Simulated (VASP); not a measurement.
A run of VASP 6.6.1 is set up as follows.

File INCAR:

```
ALGO = Normal
EDIFF = 1E-7
ENCUT = 520
GGA = PE
ISIF = 2
ISMEAR = 0
LASPH = True
LCHARG = True
LELF = True
LREAL = False
LVHAR = True
LWAVE = False
NBANDS = 31
NELM = 100
PREC = Accurate
SIGMA = 0.1
```

Contents of KPOINTS:

```
k-points
0
Gamma
  4 4 4
```

POSCAR

```
Hf4Te
1.0
    5.1943467958      0.0000000000      0.0000000000
    0.0000000000      5.1943467958      0.0000000000
    0.0000000000      0.0000000000      5.1943467958
Hf Te
4 1
Direct
    0.5000000000      0.5000000000      0.5000000000
    0.0000000000      0.5000000000      0.5000000000
    0.5000000000      0.0000000000      0.5000000000
    0.5000000000      0.5000000000      0.0000000000
    0.0000000000      0.0000000000      0.0000000000
```

Potentials or basis: VASP PAW PBE potentials, release 64 (Hf_pv, Te).

The run is started by

```sh
$ cat potpaw_PBE.64/Hf_pv/POTCAR potpaw_PBE.64/Te/POTCAR > POTCAR
$ mpirun -np 1 vasp_std > vasp.out
```

Predict the band gap on the k mesh.

zero (band 23 reaches 4.85 eV, above the bottom of band 24 at 3.47 eV).

What does it give for the pressure?

-0.3 GPa.

Caveat: spin-orbit coupling is left out, which moves the levels of the heavy elements.
